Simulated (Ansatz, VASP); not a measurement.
## CrN2: VASP beside Ansatz

```
CELL_PARAMETERS angstrom
3.90179 0.00000 0.00000
0.00000 4.80951 0.00000
0.00000 0.00000 2.78417
ATOMIC_POSITIONS crystal
Cr 0.00000 0.00000 0.00000
Cr 0.50000 0.50000 0.50000
N 0.86617 0.58878 0.00000
N 0.13383 0.41123 0.00000
N 0.36617 0.91122 0.50000
N 0.63383 0.08878 0.50000
```

Alike in both runs: task single point; functional PBEsol; k mesh 7 × 6 × 10; occupations fermi-dirac, width 0.05 eV; collinear spin.

|  | VASP | Ansatz |
| --- | --- | --- |
| version | VASP 6.6.1 | Ansatz 0.2.0 |
| potentials or method | VASP PAW PBE potentials, release 64 (Cr_pv, N) | Ansatz PAW |
| plane-wave cutoff (eV) | 520 | 420 |
| valence electrons in the cell | 44 | 48 |

```csv
,VASP,Ansatz,Ansatz less VASP
gap on the k mesh at the Fermi level (eV),none,none,-
pressure (GPa),-9.7,-10.1,-0.34
"traceless stress, the component that is largest in VASP (GPa)",0.87,1.16,+0.294
rms of the force components (eV/Å),0.051,0.030,-0.0204
net moment per atom (μB),0.71,0.71,-0.001
size of the moment on the site where the two differ most (μB),2.20,1.87,-0.322
```

VASP's potentials were made for PBE, not for PBEsol. Site moments also hang on the region over which each program counts them. Atom by atom the forces differ by 0.033 eV/Å (rms over components). A gap of «none» marks a metal or a gap that the smearing closes. VASP's potentials hold 44 valence electrons a cell and Ansatz's 48, so a difference there can come from the potentials and not from the codes.
